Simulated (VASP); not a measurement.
Wanted: the native input for a VASP 6.6.1 run.

* Task: single point
* Functional: LDA
* Potentials or basis: VASP PAW LDA potentials, release 64 (Ni)
* Cutoff: 520 eV
* k mesh: 16 × 16 × 9
* Occupations: fermi-dirac, width 0.05 eV
* Spin: collinear spin, antiferromagnetic start
* Starting moments: [1.0, -1.0] μB
* Dipole correction: no
* Further INCAR settings: ALGO = Normal; EDIFF = 1e-06; NBANDS = 21

The structure of Ni lies in POSCAR:

```
Ni
1.0
    2.4480230000      0.0000000000      0.0000000000
   -1.2240110000      2.1200500000      0.0000000000
    0.0000000000      0.0000000000      3.9370477333
Ni
2
Direct
    0.3333333333      0.6666666667      0.2500000000
    0.6666666667      0.3333333333      0.7500000000
```

This isn't the form of Ni at room conditions, which is fcc.

One way to write it, as run:

INCAR

```
SYSTEM = Ni
ALGO     = Normal         ! electronic algorithm
EDIFF    = 1E-6           ! SCF threshold, eV
ENCUT    = 520            ! plane-wave cutoff, eV
GGA      = CA             ! functional
ISIF     = 2              ! what is computed and relaxed
ISMEAR   = -1             ! smearing method
ISPIN    = 2              ! spin polarisation
LASPH    = .TRUE.         ! aspherical terms in the spheres
LCHARG   = .FALSE.        ! write CHGCAR
LMAXMIX  = 4              ! l up to which the mixer works
LORBIT   = 11             ! projections on sites
LREAL    = .FALSE.        ! projectors in reciprocal space
LWAVE    = .FALSE.        ! write WAVECAR
MAGMOM   = 1 -1           ! initial moments
NBANDS   = 21             ! bands
NELM     = 150            ! most SCF steps
PREC     = Accurate       ! precision mode
SIGMA    = 0.05           ! smearing width, eV
```

KPOINTS

```
k-points
0
G
  16 16 9
  0 0 0
```

Potentials or basis: VASP PAW LDA potentials, release 64 (Ni).

The run is started by

```console
$ cat potpaw_LDA.64/Ni/POTCAR > POTCAR
$ mpirun -np 1 vasp_std > vasp.out
```

It gave:

```json
{
  "Pressure": "-4.5 GPa",
  "Band gap on the k mesh": "zero (filled and empty bands overlap)",
  "Net moment": "0.00 μB per cell",
  "Valence electrons inside the program's atomic spheres": "Ni 9.44"
}
```

Caveat: the cell stands under tension.

Wall time 4.1 min on 1 thread of Intel Xeon 8259CL (shared host), peak memory 0.19 GiB.
